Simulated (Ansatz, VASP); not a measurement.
## Two plane-wave programs on MgCd5O6

The input INCAR:

```
SYSTEM = MgCd5O6
PREC     = Accurate       ! precision mode
ENCUT    = 750            ! plane-wave cutoff, eV
EDIFF    = 1E-6           ! SCF threshold, eV
ISMEAR   = 0              ! smearing method
SIGMA    = 0.2            ! smearing width, eV
LREAL    = .FALSE.        ! projectors in reciprocal space
LASPH    = .TRUE.         ! aspherical terms in the spheres
NELM     = 120            ! most SCF steps
ALGO     = Normal         ! electronic algorithm
ISIF     = 2              ! what is computed and relaxed
LWAVE    = .FALSE.        ! write WAVECAR
LCHARG   = .FALSE.        ! write CHGCAR
GGA      = PE             ! functional
NBANDS   = 85             ! bands
GGA_COMPAT= .FALSE.
```

The input KPOINTS:

```
Automatic mesh
0
G
  6 6 2
  0 0 0
```

The input POSCAR:

```
MgCd5O6
1.0
    3.3287903000      0.0000000000      0.0000000000
    0.0000000000      3.3287903000      0.0000000000
    0.0000000000      0.0000000000     14.1065272000
Mg Cd O
1 5 6
Direct
    0.5000000000      0.5000000000      0.5000000000
    0.0000000000      0.0000000000      0.6603360000
    0.5000000000      0.5000000000      0.8276890000
    0.0000000000      0.0000000000      0.0000000000
    0.5000000000      0.5000000000      0.1723110000
    0.0000000000      0.0000000000      0.3396640000
    0.0000000000      0.0000000000      0.8292420000
    0.5000000000      0.5000000000      0.0000000000
    0.0000000000      0.0000000000      0.1707580000
    0.5000000000      0.5000000000      0.3474780000
    0.0000000000      0.0000000000      0.5000000000
    0.5000000000      0.5000000000      0.6525220000
```

Input for Ansatz:

```yaml
crystal:
  lattice:
    - [3.3287903, 0.0, 0.0]
    - [0.0, 3.3287903, 0.0]
    - [0.0, 0.0, 14.1065272]
  atoms:
    - { symbol: Mg, position: [0.5, 0.5, 0.5] }
    - { symbol: Cd, position: [0.0, 0.0, 0.660336] }
    - { symbol: Cd, position: [0.5, 0.5, 0.827689] }
    - { symbol: Cd, position: [0.0, 0.0, 0.0] }
    - { symbol: Cd, position: [0.5, 0.5, 0.172311] }
    - { symbol: Cd, position: [0.0, 0.0, 0.339664] }
    - { symbol: O, position: [0.0, 0.0, 0.829242] }
    - { symbol: O, position: [0.5, 0.5, 0.0] }
    - { symbol: O, position: [0.0, 0.0, 0.170758] }
    - { symbol: O, position: [0.5, 0.5, 0.347478] }
    - { symbol: O, position: [0.0, 0.0, 0.5] }
    - { symbol: O, position: [0.5, 0.5, 0.652522] }
basis:
  ecutwfc: 420
kpoints:
  mp_grid: { grid: [6, 6, 2] }
hamiltonian:
  xc: pbe
scf:
  occupations: { method: gaussian, width: 0.2 }
  lower_state_search: "off"
output:
  forces: true
  stress: true
  eigenvalues: true
```

Alike in both runs: task single point; functional PBE; k mesh 6 × 6 × 2; occupations gaussian, width 0.2 eV; no spin polarisation.

```csv
,VASP,Ansatz
version,VASP 6.6.1,Ansatz 0.2.0
potentials or method,"VASP PAW PBE potentials, release 64 (Mg_sv, Cd_sv_GW, O), cutoff 750 eV","scalar-relativistic, plane waves, PAW"
valence electrons in the cell,146,146
```

```csv
,VASP,Ansatz,Ansatz less VASP
gap on the k mesh at the Fermi level (eV),none,none,-
rms of the force components (eV/Å),0.007,0.007,-0.0002
```

Atom by atom the forces differ by 0.003 eV/Å (rms over components). A gap of «none» marks a metal or a gap that the smearing closes. The functional is the same, so the differences come from potentials, cutoffs and numerics.
